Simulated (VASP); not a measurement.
# LiCl (I4/mmm) in VASP: notebook

Aim: see how the results for LiCl move with the level of theory and the settings. Levels: PBE, r2SCAN. Tasks: single point.

All numbers are computed with VASP 6.6.1; they aren't measurements. Logs are shortened: lines on timing, memory, paths and dates and some standing lists are left out, and cuts for length are marked.

### 1 The cell of the first run

It takes space group I4/mmm (No. 139, tetragonal). Conventional cell: a = 3.723 Å, b = 3.723 Å, c = 5.010 Å, α = 90.00°, β = 90.00°, γ = 90.00°. Li (site symmetry 4/mmm) has 6 Cl at 2.50 to 2.63 Å within 3.3 Å. Within 3.3 Å of Cl (site symmetry 4/mmm) lie 6 Li at 2.50 to 2.63 Å.

### 2 Single point, PBE (epitaxial xy strain +3.0%)

INCAR reads:

```
SYSTEM = LiCl
  PREC = Accurate
  ENCUT = 520
  EDIFF = 1E-6
  ISMEAR = 0
  SIGMA = 0.01
  LREAL = .FALSE.
  LASPH = .TRUE.
  NELM = 80
  ALGO = Normal
  ISIF = 2
  LWAVE = .FALSE.
  LCHARG = .FALSE.
  GGA = PE
  NBANDS = 12
```

KPOINTS reads:

```
regular mesh
0
G
  6 6 6
  0 0 0
```

POSCAR reads:

```
LiCl
1.0
    0.0000000000      2.6327181023      2.5049970087
    2.6327181023      0.0000000000      2.5049970087
    2.6327181023      2.6327181023      0.0000000000
Li Cl
1 1
Direct
    0.0000000000      0.0000000000      0.0000000000
    0.5000000000      0.5000000000      0.5000000000
```

Potentials or basis: VASP PAW PBE potentials, release 64 (Li_sv, Cl).

Launch:

```sh
cat potpaw_PBE.64/Li_sv/POTCAR potpaw_PBE.64/Cl/POTCAR > POTCAR
mpirun -np 1 vasp_std > vasp.out
```

OUTCAR:

```text
SYSTEM = LiCl
   PREC = Accurate
   ENCUT = 520
   EDIFF = 1E-6
   ISMEAR = 0
   LREAL = .FALSE.
   LASPH = .TRUE.
   NELM = 80
   ISIF = 2
   GGA = PE

 ion  position               nearest neighbor table
   1  0.000  0.000  0.000-   2 2.50   2 2.50   2 2.63   2 2.63   2 2.63   2 2.63
   2  0.500  0.500  0.500-   1 2.50   1 2.50   1 2.63   1 2.63   1 2.63   1 2.63

  LATTYP: Found a body centered tetragonal cell.
 ALAT       =     3.7232256462
 C/A-ratio  =     1.3456057982

  Lattice vectors:

 A1 = (   0.0000000000,  -2.6327181023,  -2.5049970087)
 A2 = (   0.0000000000,   2.6327181023,  -2.5049970087)
 A3 = (   2.6327181023,   0.0000000000,   2.5049970087)

Analysis of symmetry for initial positions (statically):
=====================================================================
 Subroutine PRICEL returns:
 Original cell was already a primitive cell.

 Routine SETGRP: Setting up the symmetry group for a
 body centered tetragonal supercell.

 Subroutine GETGRP returns: Found 16 space group operations
 (whereof 16 operations were pure point group operations)
 out of a pool of 16 trial point group operations.

The static configuration has the point symmetry D_4h.

Analysis of symmetry for dynamics (positions and initial velocities):
=====================================================================
 Subroutine PRICEL returns:
 Original cell was already a primitive cell.

 Routine SETGRP: Setting up the symmetry group for a
 body centered tetragonal supercell.

 Subroutine GETGRP returns: Found 16 space group operations
 (whereof 16 operations were pure point group operations)
 out of a pool of 16 trial point group operations.

The dynamic configuration has the point symmetry D_4h.

 Subroutine INISYM returns: Found 16 space group operations
 (whereof 16 operations are pure point group operations),
 and found     1 'primitive' translations

----------------------------------------------------------------------------------------

                                     Primitive cell

  volume of cell :      34.7253

  direct lattice vectors                    reciprocal lattice vectors
     0.000000000  2.632718102  2.504997009    -0.189917789  0.189917789  0.199601037
     2.632718102  0.000000000  2.504997009     0.189917789 -0.189917789  0.199601037
     2.632718102  2.632718102  0.000000000     0.189917789  0.189917789 -0.199601037

  length of vectors
     3.634035583  3.634035583  3.723225646     0.334631300  0.334631300  0.334631300

  position of ions in fractional coordinates (direct lattice)
     0.000000000  0.000000000  0.000000000
     0.500000000  0.500000000  0.500000000

  ion indices of the primitive-cell ions
   primitive index   ion index
                 1           1
                 2           2

----------------------------------------------------------------------------------------

 KPOINTS: regular mesh

Automatic generation of k-mesh.
 Grid dimensions read from file:
 generate k-points for:    6    6    6

 Generating k-lattice:

  Cartesian coordinates                     Fractional coordinates (reciprocal lattice)
    -0.031652965  0.031652965  0.033266839     0.166666667 -0.000000000  0.000000000
     0.031652965 -0.031652965  0.033266839    -0.000000000  0.166666667  0.000000000
     0.031652965  0.031652965 -0.033266839     0.000000000  0.000000000  0.166666667

  Length of vectors
     0.055771883  0.055771883  0.055771883

  Shift w.r.t. Gamma in fractional coordinates (k-lattice)
     0.000000000  0.000000000  0.000000000

 Subroutine IBZKPT returns following result:
 ===========================================

 Found     30 irreducible k-points:

 Following reciprocal coordinates:
            Coordinates               Weight
  0.000000  0.000000  0.000000      1.000000
  0.166667  0.000000  0.000000      8.000000
  0.333333  0.000000  0.000000      8.000000
  0.500000  0.000000  0.000000      4.000000
  0.166667  0.166667  0.000000      2.000000
  0.333333  0.166667  0.000000      8.000000
[... 16 lines left out ...]
  0.333333  0.000000  0.333333      4.000000
  0.500000  0.000000  0.333333     16.000000
 [... further k-points ...]
   k-points           NKPTS =     30   k-points in BZ     NKDIM =     30   number of bands    NBANDS=     12
   number of dos      NEDOS =    301   number of ions     NIONS =      2
   total plane-waves  NPLWV =  21952
   dimension x,y,z NGX =    28 NGY =   28 NGZ =   28
   dimension x,y,z NGXF=    56 NGYF=   56 NGZF=   56
   ions per type =               1   1
   NGX,Y,Z   is equivalent  to a cutoff of  12.81, 12.81, 12.50 a.u.
   NGXF,Y,Z  is equivalent  to a cutoff of  25.62, 25.62, 25.00 a.u.
 SYSTEM =  LiCl
   PREC   = accura    normal or accurate (medium, high low for compatibility)
   ISTART =      0    job   : 0-new  1-cont  2-samecut
   ICHARG =      2    charge: 1-file 2-atom 10-const
   ISPIN  =      1    spin polarized calculation?
   LNONCOLLINEAR =      F non collinear calculations
   LSORBIT =      F    spin-orbit coupling
   LASPH  =      T    aspherical Exc in radial PAW
   ENCUT  =  520.0 eV  38.22 Ry    6.18 a.u.   6.76  6.76  6.92*2*pi/ulx,y,z
   NELM   =     80;   NELMIN=  2; NELMDL= -5     # of ELM steps
   EDIFF  = 0.1E-05   stopping-criterion for ELM
   LREAL  =      F    real-space projection
   EDIFFG = 0.1E-04   stopping-criterion for IOM
   NSW    =      0    number of steps for IOM
   IBRION =     -1    ionic relax: 0-MD 1-quasi-New 2-CG
   NFREE  =      0    steps in history (QN), initial steepest desc. (CG)
   ISIF   =      2    stress and relaxation
   ISYM   =      2    0-nonsym 1-usesym 2-fastsym
   POTIM  = 0.5000    time-step for ionic-motion
   TEBEG  =    0.0;   TEEND  =   0.0 temperature during run
   PSTRESS=    0.0 pullay stress
   NELECT =      10.0000    total number of electrons
   NUPDOWN=      -1.0000    fix difference up-down
   EMIN   =  10.00;   EMAX   =-10.00  energy-range for DOS
   EFERMI =   0.00;   METHOD = LEGACY
   ISMEAR =     0;   SIGMA  =   0.01  broadening in eV -4-tet -1-fermi 0-gaus
   EFERMI_NEDOS =   21; number of points for ismear=-14 and -15
   IALGO  =     38    algorithm
   IMIX   =      4    mixing-type and parameters
     AMIX     =   0.40;   BMIX     =  1.00
     AMIX_MAG =   1.60;   BMIX_MAG =  1.00
  volume/ion in A,a.u.               =      17.36       117.17
  Fermi-wavevector in a.u.,A,eV,Ry     =   1.081084  2.042953 15.901715  1.168743
  Thomas-Fermi vector in A             =   2.217092
   LORBIT       =      0    0 simple, 1 ext, 2 COOP (PROOUT), +10 PAW based schemes
   GGA     = PE    functional components
   LHFCALC =     F    Hartree Fock is set to
   AEXX    =    0.0000 exact exchange contribution
   IVDW    =     0    specifies the selected vdW correction
   LEPSILON=     F    determine dielectric tensor
   LRPA    =     F    only Hartree local field effects (RPA)
 non-spin polarized calculation
 Gauss-broadening in eV      SIGMA  =   0.01
  energy-cutoff  :      520.00
  volume of cell :       34.73
 maximum number of plane-waves:       954
   NGX = 13   NGY = 13   NGZ = 13

 number of electron      10.0000009 magnetization

 Free energy of the ion-electron system (eV)
  ---------------------------------------------------
  ext. energy  EPLUGINS =         0.00000000
  ---------------------------------------------------
  free energy    TOTEN  =        -7.38009812 eV

  energy without entropy =       -7.38009812  energy(sigma->0) =       -7.38009812

 E-fermi :   0.5136     XC(G=0):  -8.6038

 val. band max:        0.4109401103   @ k =   0.0000   0.0000   0.0000
 cond. band min:       6.5448924168   @ k =   0.0000   0.0000   0.0000
 fundamental gap:      6.1339523065
 Fermi energy:         0.5135720520

 k-point     1 :       0.0000    0.0000    0.0000
  band No.  band energies     occupation
      1     -43.2008      2.00000
      2     -12.9347      2.00000
      3       0.2592      2.00000
      4       0.4109      2.00000
      5       0.4109      2.00000
      6       6.5449      0.00000
      7      12.1559      0.00000
      8      12.1559      0.00000
      9      12.5750      0.00000
     10      14.4119      0.00000
     11      14.4120      0.00000
     12      14.5438      0.00000

 k-point     2 :       0.1667    0.0000    0.0000
  band No.  band energies     occupation
      1     -43.2003      2.00000
      2     -12.8126      2.00000
      3      -0.4706      2.00000
      4       0.2797      2.00000
      5       0.3178      2.00000
      6       7.2382      0.00000
      7      11.2086      0.00000
      8      11.5598      0.00000
      9      12.1057      0.00000
     10      13.4393      0.00000
     11      13.5831      0.00000
     12      15.3904      0.00000

 k-point     3 :       0.3333    0.0000    0.0000
  band No.  band energies     occupation
      1     -43.1991      2.00000
      2     -12.5483      2.00000
      3      -1.7681      2.00000
      4       0.1452      2.00000
      5       0.2065      2.00000
      6       7.3650      0.00000
      7      10.1625      0.00000
      8      10.6164      0.00000
      9      11.8892      0.00000
     10      15.2819      0.00000
     11      15.4384      0.00000
     12      16.2069      0.00000
[... 286 lines left out ...]
 k-point    23 :       0.3333    0.0000    0.3333
  band No.  band energies     occupation
      1     -43.1987      2.00000
      2     -12.4113      2.00000
      3      -1.7475      2.00000
      4      -0.5613      2.00000
      5      -0.2708      2.00000
      6       8.6955      0.00000
      7       9.3246      0.00000
      8      10.6227      0.00000
      9      13.1408      0.00000
     10      13.9269      0.00000
     11      16.5224      0.00000
     12      18.7549      0.00000

 k-point    24 :       0.5000    0.0000    0.3333
  band No.  band energies     occupation
      1     -43.1981      2.00000
      2     -12.2570      2.00000
      3      -2.1046      2.00000
      4      -0.9340      2.00000
      5      -0.4288      2.00000
      6       8.5112      0.00000
      7       9.6081      0.00000
      8      11.3000      0.00000
      9      12.7035      0.00000
     10      14.4165      0.00000
     11      18.0036      0.00000
     12      18.9178      0.00000

 [... further k-points ...]

------------------------ aborting loop because EDIFF is reached ----------------------------------------

  FORCE on cell =-STRESS in cart. coord.  units (eV):
  Direction    XX          YY          ZZ          XY          YZ          ZX
  --------------------------------------------------------------------------------------
  -------------------------------------------------------------------------------------
  Total       -0.2017346     -0.2017346      0.1116904      0.0000000      0.0000000      0.0000000
  in kB       -9.3077589     -9.3077589      5.1532438      0.0000000      0.0000000      0.0000000
  external PRESSURE =      -4.4874247 kB  Pullay stress =       0.0000000 kB

 VOLUME and BASIS-vectors are now :
 -----------------------------------------------------------------------------
  energy-cutoff  :      520.00
  volume of cell :       34.73
      direct lattice vectors                 reciprocal lattice vectors
     0.000000000  2.632718102  2.504997009    -0.189917789  0.189917789  0.199601037
     2.632718102  0.000000000  2.504997009     0.189917789 -0.189917789  0.199601037
     2.632718102  2.632718102  0.000000000     0.189917789  0.189917789 -0.199601037

 POSITION                                       TOTAL-FORCE (eV/Angst)
 -----------------------------------------------------------------------------------
      0.00000      0.00000      0.00000        -0.000000      0.000000     -0.000000
      2.63272      2.63272      2.50500         0.000000     -0.000000      0.000000
 -----------------------------------------------------------------------------------
    total drift:                                0.000000      0.000000      0.000000

  FREE ENERGIE OF THE ION-ELECTRON SYSTEM (eV)
  ---------------------------------------------------
  free  energy   TOTEN  =        -7.3800981245 eV

  energy  without entropy=       -7.3800981245  energy(sigma->0) =       -7.38009812
```

It took 5.2 s on 1 thread of Intel Xeon 6975P-C (Granite Rapids), shared host; peak memory 0.14 GiB.

Results:

| Item | Value |
| --- | --- |
| Free energy | -7.3801 eV |
| Band gap on the k mesh | 6.13 eV, direct |

Caveat: the cell differs from its parent crystal (epitaxial xy strain +3.0%); the cutoff is under 1.25 times the usual one of these potentials, so pressure, stress and relaxed cells hold a basis-set (Pulay) error.

### 3 Single point, PBE (epitaxial xy strain +3.0%)

INCAR reads:

```
SYSTEM = LiCl
ALGO = Normal
EDIFF = 1E-7
ENCUT = 520
GGA = PE
ISIF = 2
ISMEAR = -1
LASPH = .TRUE.
LCHARG = .TRUE.
LELF = .TRUE.
LREAL = .FALSE.
LVHAR = .TRUE.
LWAVE = .FALSE.
NBANDS = 12
NELM = 80
PREC = Accurate
SIGMA = 0.02
```

KPOINTS reads:

```
k-points
0
G
  8 8 8
  0 0 0
```

POSCAR is that of step 2.

Potentials or basis: VASP PAW PBE potentials, release 64 (Li_sv, Cl).

Launch:

```sh
cat potpaw_PBE.64/Li_sv/POTCAR potpaw_PBE.64/Cl/POTCAR > POTCAR
mpirun -np 1 vasp_std > vasp.out
```

Run time: 12 s. Hardware: 1 thread of Intel Xeon 6975P-C (Granite Rapids), shared host; peak memory 0.15 GiB.

It converged, with:

- Free energy: -7.3802 eV
- Band gap on the k mesh: 6.13 eV, direct

Levels at points of the mesh, in eV from the valence-band top:
```csv
k point,band 1,band 2,band 3,band 4,band 5,band 6,band 7,band 8,band 9,band 10
"(0.00, 0.00, 0.00)",-43.61,-13.35,-0.15,0.00,0.00,6.13,11.74,11.74,12.16,14.00
"(0.50, 0.00, 0.00)",-43.61,-12.82,-2.74,-0.35,-0.24,6.68,9.25,9.66,12.63,16.68
"(0.50, 0.50, 0.00)",-43.61,-12.54,-2.81,-1.19,-1.19,7.74,8.14,12.63,13.63,13.63
"(0.50, 0.00, 0.50)",-43.61,-12.61,-2.81,-1.21,-0.89,7.82,8.38,11.93,13.51,14.50
```

Caveat: the cell differs from its parent crystal (epitaxial xy strain +3.0%); the cutoff is under 1.25 times the usual one of these potentials, so pressure, stress and relaxed cells hold a basis-set (Pulay) error.

### 4 Single point, r2SCAN (epitaxial xy strain +3.0%)

POSCAR is that of step 3.

INCAR.step1 reads:

```
ALGO = Normal
EDIFF = 1E-4
ENCUT = 520
GGA = PE
ISMEAR = 0
LASPH = T
LCHARG = F
LREAL = F
LWAVE = T
NBANDS = 12
NELM = 60
PREC = Accurate
SIGMA = 0.01
```

INCAR.step2 reads:

```
ALGO = Normal
EDIFF = 1E-7
ENCUT = 520
ISIF = 2
ISMEAR = 0
ISTART = 1
LASPH = T
LCHARG = F
LMIXTAU = T
LREAL = F
LWAVE = F
METAGGA = R2SCAN
NBANDS = 12
NELM = 60
PREC = Accurate
SIGMA = 0.01
```

KPOINTS reads:

```
k-points
0
Gamma
  8 8 8
```

Launch:

```sh
cat potpaw_PBE.64/Li_sv/POTCAR potpaw_PBE.64/Cl/POTCAR > POTCAR
cp INCAR.step1 INCAR
mpirun -np 1 vasp_std > vasp.out
cp INCAR.step2 INCAR
mpirun -np 1 vasp_std > vasp.out
```

Wall time 52 s (1 thread of Intel Xeon 6975P-C (Granite Rapids), shared host); peak memory 0.16 GiB.

The run converged. Its results:

```yaml
Free_energy: -12.5735 eV
Band_gap_on_the_k_mesh: 7.07 eV, direct
```

Levels at points of the mesh, in eV from the valence-band top:
| k point | band 2 | band 3 | band 4 | band 5 | band 6 | band 7 | band 8 | band 9 |
| --- | --- | --- | --- | --- | --- | --- | --- | --- |
| (0.00, 0.00, 0.00) | -13.93 | -0.15 | 0.00 | 0.00 | 7.07 | 12.47 | 12.47 | 12.89 |
| (0.50, 0.00, 0.00) | -13.39 | -2.77 | -0.36 | -0.25 | 7.44 | 10.05 | 10.49 | 13.84 |
| (0.50, 0.50, 0.00) | -13.10 | -2.85 | -1.22 | -1.22 | 8.61 | 8.76 | 13.76 | 14.90 |
| (0.50, 0.00, 0.50) | -13.18 | -2.85 | -1.23 | -0.90 | 8.71 | 9.02 | 13.04 | 14.76 |

Caveat: the cell differs from its parent crystal (epitaxial xy strain +3.0%); the cutoff is under 1.25 times the usual one of these potentials, so pressure, stress and relaxed cells hold a basis-set (Pulay) error; the PAW data sets were made with another functional, which shifts forces and pressure a little.

### 5 Overview

| level | k mesh | smearing | gap on the mesh (eV) |
| --- | --- | --- | --- |
| PBE | 6 × 6 × 6 | gaussian 0.01 eV | 6.13 |
| PBE | 8 × 8 × 8 | fermi-dirac 0.02 eV | 6.13 |
| r2SCAN | 8 × 8 × 8 | gaussian 0.01 eV | 7.07 |

Alike in all rows: task single point; potentials or basis VASP PAW PBE potentials, release 64 (Li_sv, Cl); no spin polarisation; cell as given; cutoff (eV) 520.

Caveats: the cutoff is under 1.25 times the usual one of these potentials, so pressure, stress and relaxed cells hold a basis-set (Pulay) error; the PAW data sets were made with another functional, which shifts forces and pressure a little (some runs).

Absolute energies hang on the potentials; compare differences alone.
